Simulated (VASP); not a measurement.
# KBr (base) (Fm-3m) in VASP: further runs, part 2 of 2

VASP 6.6.1. Earlier steps stand in the parts before.

## 3. Relaxation of cell and atoms, PBE

This run uses another cell than the first one, of 35.94 Å³/atom, 0.954 times its volume.

INCAR reads:

```
  PREC = Accurate
  ENCUT = 500
  EDIFF = 1E-7
  ISMEAR = 0
  SIGMA = 0.02
  LREAL = False
  LASPH = True
  NELM = 120
  ALGO = Normal
  ISIF = 3
  LWAVE = False
  LCHARG = False
  GGA = PE
  IBRION = 2
  NSW = 100
  EDIFFG = -0.002
  GGA_COMPAT = False
  NELMIN = 4
```

KPOINTS reads:

```
Automatic mesh
0
Gamma
  6 6 6
```

POSCAR reads:

```
KBr
1.0
    0.0000000000      3.3000000000      3.3000000000
    3.3000000000      0.0000000000      3.3000000000
    3.3000000000      3.3000000000      0.0000000000
K Br
1 1
Direct
    0.0000000000      0.0000000000      0.0000000000
    0.5000000000      0.5000000000      0.5000000000
```

Potentials or basis: VASP PAW PBE potentials, release 64 (K_sv, Br).

Started as:

```bash
$ cat potpaw_PBE.64/K_sv/POTCAR potpaw_PBE.64/Br/POTCAR > POTCAR
$ mpirun -np 1 vasp_std > vasp.out
```

OUTCAR:

```text
PREC = Accurate
   ENCUT = 500
   EDIFF = 1E-7
   ISMEAR = 0
   LREAL = False
   LASPH = True
   NELM = 120
   ISIF = 3
   GGA = PE
   IBRION = 2
   NSW = 100
   EDIFFG = -0.002
   NELMIN = 4

 ion  position               nearest neighbor table
   1  0.000  0.000  0.000-   2 3.30   2 3.30   2 3.30   2 3.30   2 3.30   2 3.30
   2  0.500  0.500  0.500-   1 3.30   1 3.30   1 3.30   1 3.30   1 3.30   1 3.30

  LATTYP: Found a face centered cubic cell.
 ALAT       =     6.6000000000

  Lattice vectors:

 A1 = (   0.0000000000,   3.3000000000,   3.3000000000)
 A2 = (   3.3000000000,   0.0000000000,   3.3000000000)
 A3 = (   3.3000000000,   3.3000000000,   0.0000000000)

Analysis of symmetry for initial positions (statically):
=====================================================================
 Subroutine PRICEL returns:
 Original cell was already a primitive cell.

 Routine SETGRP: Setting up the symmetry group for a
 face centered cubic supercell.

 Subroutine GETGRP returns: Found 48 space group operations
 (whereof 48 operations were pure point group operations)
 out of a pool of 48 trial point group operations.

The static configuration has the point symmetry O_h .

Analysis of symmetry for dynamics (positions and initial velocities):
=====================================================================
 Subroutine PRICEL returns:
 Original cell was already a primitive cell.

 Routine SETGRP: Setting up the symmetry group for a
 face centered cubic supercell.

 Subroutine GETGRP returns: Found 48 space group operations
 (whereof 48 operations were pure point group operations)
 out of a pool of 48 trial point group operations.

The dynamic configuration has the point symmetry O_h .

 Subroutine INISYM returns: Found 48 space group operations
 (whereof 48 operations are pure point group operations),
 and found     1 'primitive' translations

----------------------------------------------------------------------------------------

                                     Primitive cell

  volume of cell :      71.8740

  direct lattice vectors                    reciprocal lattice vectors
     0.000000000  3.300000000  3.300000000    -0.151515152  0.151515152  0.151515152
     3.300000000  0.000000000  3.300000000     0.151515152 -0.151515152  0.151515152
     3.300000000  3.300000000  0.000000000     0.151515152  0.151515152 -0.151515152

  length of vectors
     4.666904756  4.666904756  4.666904756     0.262431941  0.262431941  0.262431941

  position of ions in fractional coordinates (direct lattice)
     0.000000000  0.000000000  0.000000000
     0.500000000  0.500000000  0.500000000

  ion indices of the primitive-cell ions
   primitive index   ion index
                 1           1
                 2           2

----------------------------------------------------------------------------------------

 KPOINTS: Automatic mesh

Automatic generation of k-mesh.
 Grid dimensions read from file:
 generate k-points for:    6    6    6

 Generating k-lattice:

  Cartesian coordinates                     Fractional coordinates (reciprocal lattice)
    -0.025252525  0.025252525  0.025252525     0.166666667  0.000000000  0.000000000
     0.025252525 -0.025252525  0.025252525     0.000000000  0.166666667  0.000000000
     0.025252525  0.025252525 -0.025252525     0.000000000  0.000000000  0.166666667

  Length of vectors
     0.043738657  0.043738657  0.043738657

  Shift w.r.t. Gamma in fractional coordinates (k-lattice)
     0.000000000  0.000000000  0.000000000

 Subroutine IBZKPT returns following result:
 ===========================================

 Found     16 irreducible k-points:

 Following reciprocal coordinates:
            Coordinates               Weight
  0.000000  0.000000  0.000000      1.000000
  0.166667  0.000000  0.000000      8.000000
  0.333333  0.000000  0.000000      8.000000
  0.500000  0.000000  0.000000      4.000000
  0.166667  0.166667  0.000000      6.000000
  0.333333  0.166667  0.000000     24.000000
[... 8 lines left out ...]
 -0.333333  0.333333  0.166667     24.000000
 -0.333333  0.500000  0.166667     12.000000
   k-points           NKPTS =     16   k-points in BZ     NKDIM =     16   number of bands    NBANDS=     12
   number of dos      NEDOS =    301   number of ions     NIONS =      2
   total plane-waves  NPLWV =  46656
   dimension x,y,z NGX =    36 NGY =   36 NGZ =   36
   dimension x,y,z NGXF=    72 NGYF=   72 NGZF=   72
   ions per type =               1   1
   NGX,Y,Z   is equivalent  to a cutoff of  12.82, 12.82, 12.82 a.u.
   NGXF,Y,Z  is equivalent  to a cutoff of  25.65, 25.65, 25.65 a.u.
 SYSTEM =  unknown system
   PREC   = accura    normal or accurate (medium, high low for compatibility)
   ISTART =      0    job   : 0-new  1-cont  2-samecut
   ICHARG =      2    charge: 1-file 2-atom 10-const
   ISPIN  =      1    spin polarized calculation?
   LNONCOLLINEAR =      F non collinear calculations
   LSORBIT =      F    spin-orbit coupling
   LASPH  =      T    aspherical Exc in radial PAW
   ENCUT  =  500.0 eV  36.75 Ry    6.06 a.u.   8.51  8.51  8.51*2*pi/ulx,y,z
   NELM   =    120;   NELMIN=  4; NELMDL= -5     # of ELM steps
   EDIFF  = 0.1E-06   stopping-criterion for ELM
   LREAL  =      F    real-space projection
   EDIFFG = -.2E-02   stopping-criterion for IOM
   NSW    =    100    number of steps for IOM
   IBRION =      2    ionic relax: 0-MD 1-quasi-New 2-CG
   NFREE  =      1    steps in history (QN), initial steepest desc. (CG)
   ISIF   =      3    stress and relaxation
   ISYM   =      2    0-nonsym 1-usesym 2-fastsym
   POTIM  = 0.5000    time-step for ionic-motion
   TEBEG  =    0.0;   TEEND  =   0.0 temperature during run
   PSTRESS=    0.0 pullay stress
   NELECT =      16.0000    total number of electrons
   NUPDOWN=      -1.0000    fix difference up-down
   EMIN   =  10.00;   EMAX   =-10.00  energy-range for DOS
   EFERMI =   0.00;   METHOD = LEGACY
   ISMEAR =     0;   SIGMA  =   0.02  broadening in eV -4-tet -1-fermi 0-gaus
   EFERMI_NEDOS =   21; number of points for ismear=-14 and -15
   IALGO  =     38    algorithm
   IMIX   =      4    mixing-type and parameters
     AMIX     =   0.40;   BMIX     =  1.00
     AMIX_MAG =   1.60;   BMIX_MAG =  1.00
  volume/ion in A,a.u.               =      35.94       242.51
  Fermi-wavevector in a.u.,A,eV,Ry     =   0.992181  1.874950 13.393889  0.984423
  Thomas-Fermi vector in A             =   2.123975
   LORBIT       =      0    0 simple, 1 ext, 2 COOP (PROOUT), +10 PAW based schemes
   GGA     = PE    functional components
   LHFCALC =     F    Hartree Fock is set to
   AEXX    =    0.0000 exact exchange contribution
   IVDW    =     0    specifies the selected vdW correction
   LEPSILON=     F    determine dielectric tensor
   LRPA    =     F    only Hartree local field effects (RPA)
 conjugate gradient relaxation of ions
 non-spin polarized calculation
 Gauss-broadening in eV      SIGMA  =   0.02
  energy-cutoff  :      500.00
  volume of cell :       71.87
 maximum number of plane-waves:      1853
 NGX is ok and might be reduce to    36
   NGX = 17   NGY = 17   NGZ = 17

--------------------------------------- Ionic step        1  -------------------------------------------

 number of electron      15.9999997 magnetization

 Free energy of the ion-electron system (eV)
  ---------------------------------------------------
  ext. energy  EPLUGINS =         0.00000000
  ---------------------------------------------------
  free energy    TOTEN  =        -6.21500122 eV

  energy without entropy =       -6.21500122  energy(sigma->0) =       -6.21500122

------------------------ aborting loop because EDIFF is reached ----------------------------------------

  FORCE on cell =-STRESS in cart. coord.  units (eV):
  Direction    XX          YY          ZZ          XY          YZ          ZX
  --------------------------------------------------------------------------------------
  -------------------------------------------------------------------------------------
  Total        0.3362961      0.3362961      0.3362961      0.0000000      0.0000000     -0.0000000
  in kB        7.4965361      7.4965361      7.4965361      0.0000000      0.0000000     -0.0000000
  external PRESSURE =       7.4965361 kB  Pullay stress =       0.0000000 kB
[... 93 lines left out ...]
  energy  without entropy=       -6.2231066924  energy(sigma->0) =       -6.22310669

--------------------------------------- Ionic step        4  -------------------------------------------

 number of electron      16.0000001 magnetization

 Free energy of the ion-electron system (eV)
  ---------------------------------------------------
  ext. energy  EPLUGINS =         0.00000000
  ---------------------------------------------------
  free energy    TOTEN  =        -6.22311444 eV

  energy without entropy =       -6.22311444  energy(sigma->0) =       -6.22311444

 E-fermi :  -1.8095     XC(G=0):  -7.1756

 val. band max:       -1.9288523643   @ k =   0.0000   0.0000   0.0000
 cond. band min:       2.3763201800   @ k =   0.0000   0.0000   0.0000
 fundamental gap:      4.3051725443
 Fermi energy:        -1.8094831882

 k-point     1 :       0.0000    0.0000    0.0000
  band No.  band energies     occupation
      1     -29.8188      2.00000
      2     -14.1638      2.00000
      3     -13.2919      2.00000
      4     -13.2919      2.00000
      5     -13.2919      2.00000
      6      -1.9289      2.00000
      7      -1.9289      2.00000
      8      -1.9289      2.00000
      9       2.3763      0.00000
     10       5.6603      0.00000
     11       5.6603      0.00000
     12       5.6603      0.00000
[... 252 lines left out ...]
  FREE ENERGIE OF THE ION-ELECTRON SYSTEM (eV)
  ---------------------------------------------------
  free  energy   TOTEN  =        -6.2231144363 eV

  energy  without entropy=       -6.2231144363  energy(sigma->0) =       -6.22311444

 reached required accuracy - stopping structural energy minimisation
```

OSZICAR:

```text
N       E                     dE             d eps       ncg     rms          rms(c)
DAV:   1     0.956718312188E+02    0.95672E+02   -0.68275E+03   384   0.113E+03
DAV:   2    -0.264000099430E+00   -0.95936E+02   -0.89947E+02   488   0.262E+02
DAV:   3    -0.616071294949E+01   -0.58967E+01   -0.58745E+01   496   0.595E+01
[... 40 lines left out ...]
DAV:   2    -0.622315476958E+01    0.18329E-03   -0.41635E-04   492   0.186E-01    0.370E-02
DAV:   3    -0.622310895927E+01    0.45810E-04   -0.14692E-04   656   0.993E-02    0.271E-02
DAV:   4    -0.622311212684E+01   -0.31676E-05   -0.32284E-06   712   0.121E-02    0.115E-02
DAV:   5    -0.622311440534E+01   -0.22785E-05   -0.41838E-06   712   0.118E-02    0.209E-03
DAV:   6    -0.622311443627E+01   -0.30931E-07   -0.76204E-08   332   0.324E-03
   4 F= -.62231144E+01 E0= -.62231144E+01  d E =-.811322E-02
```

CONTCAR:

```text
KBr
   1.00000000000000
     0.0000000000000000    3.3546963751975651    3.3546963751975651
     3.3546963751975651    0.0000000000000000    3.3546963751975651
     3.3546963751975651    3.3546963751975651    0.0000000000000000
  K               Br
     1     1
Direct
     0.0000000000000000    0.0000000000000000    0.0000000000000000
     0.5000000000000000    0.5000000000000000    0.5000000000000000

  0.00000000E+00  0.00000000E+00  0.00000000E+00
  0.00000000E+00  0.00000000E+00  0.00000000E+00
```

It took 2 min on 1 thread of Intel Xeon 8259CL, shared host; peak memory 0.21 GiB.

Results:

- Free energy: -6.2231 eV
- Relaxed volume: 37.75 Å³/atom
- Relaxed cell: a = 4.744 Å, b = 4.744 Å, c = 4.744 Å, α = 60.00°, β = 60.00°, γ = 60.00°
- Space group after relaxing (to 0.05 Å): Fm-3m (No. 225)
- Energy gained by relaxing: 4.1 meV/atom
- Ionic steps: 4
- Pressure after relaxing: 0.0 GPa
- Band gap on the k mesh: 4.31 eV, direct

The path:
```csv
step,energy change (eV),largest force (eV/Å),pressure (GPa),volume (Å³)
1,0.0000,0.0000,0.75,71.87
2,-0.0061,0.0000,0.36,73.64
3,-0.0081,0.0000,-0.02,75.62
4,-0.0081,0.0000,0.00,75.51
```

Final structure:
```
K Br
1.0
     0.00000    3.35470    3.35470
     3.35470    0.00000    3.35470
     3.35470    3.35470    0.00000
K Br
1 1
Cartesian
  0.0000 0.0000 0.0000
  3.3547 3.3547 3.3547
```

Levels at points of the mesh, in eV from the valence-band top:
| k point | band 4 | band 5 | band 6 | band 7 | band 8 | band 9 | band 10 | band 11 | band 12 |
| --- | --- | --- | --- | --- | --- | --- | --- | --- | --- |
| (0.00, 0.00, 0.00) | -11.36 | -11.36 | 0.00 | 0.00 | 0.00 | 4.31 | 7.59 | 7.59 | 7.59 |
| (0.50, 0.00, 0.00) | -11.37 | -11.13 | -1.08 | -0.29 | -0.29 | 6.48 | 8.05 | 9.63 | 9.63 |
| (0.50, 0.50, 0.00) | -11.39 | -11.39 | -0.76 | -0.27 | -0.27 | 5.91 | 7.02 | 9.24 | 9.28 |

PBE usually gives volumes a little too large and moduli too small. Zero-point motion and thermal expansion aren't in these numbers.
